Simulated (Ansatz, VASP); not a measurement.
**Two plane-wave programs on AlCr2C**

```xyz
8
Lattice="2.7917 0.0000 0.0000 -1.3958 2.4176 0.0000 0.0000 0.0000 12.4709" Properties=species:S:1:pos:R:3 pbc="T T T"
Al    1.3958    0.8059    3.1177
Al    0.0000    1.6118    9.3532
Cr    0.0000    1.6118    5.1800
Cr    1.3958    0.8059   11.4154
Cr    1.3958    0.8059    7.2909
Cr    0.0000    1.6118    1.0554
C     0.0000    0.0000    6.2354
C     0.0000    0.0000    0.0000
```

Alike in both runs: functional LDA; k mesh 15 × 15 × 4; occupations gaussian, width 0.1 eV; no spin polarisation.

Ansatz relaxed the structure, and its values are those at the end. VASP's run is a single point on that final structure, the one shown.

|  | VASP | Ansatz |
| --- | --- | --- |
| version | VASP 6.6.1 | Ansatz 0.2.0 |
| potentials or method | VASP PAW LDA potentials, release 64 (Al, Cr_sv, C), cutoff 600 eV | scalar-relativistic, plane waves, PAW |
| valence electrons in the cell | 70 | 70 |

VASP gave:

- gap on the k mesh at the Fermi level (eV): none
- pressure (GPa): -1.0
- rms of the force components (eV/Å): 0.016

Problem. What did Ansatz give for the same quantities?

Solution. gap on the k mesh at the Fermi level (eV): none; pressure (GPa): 0.0; rms of the force components (eV/Å): 0.000.

LDA's correlation is that of Perdew and Zunger in VASP and of Perdew and Wang (1992) in Ansatz. A gap of «none» marks a metal or a gap that the smearing closes.
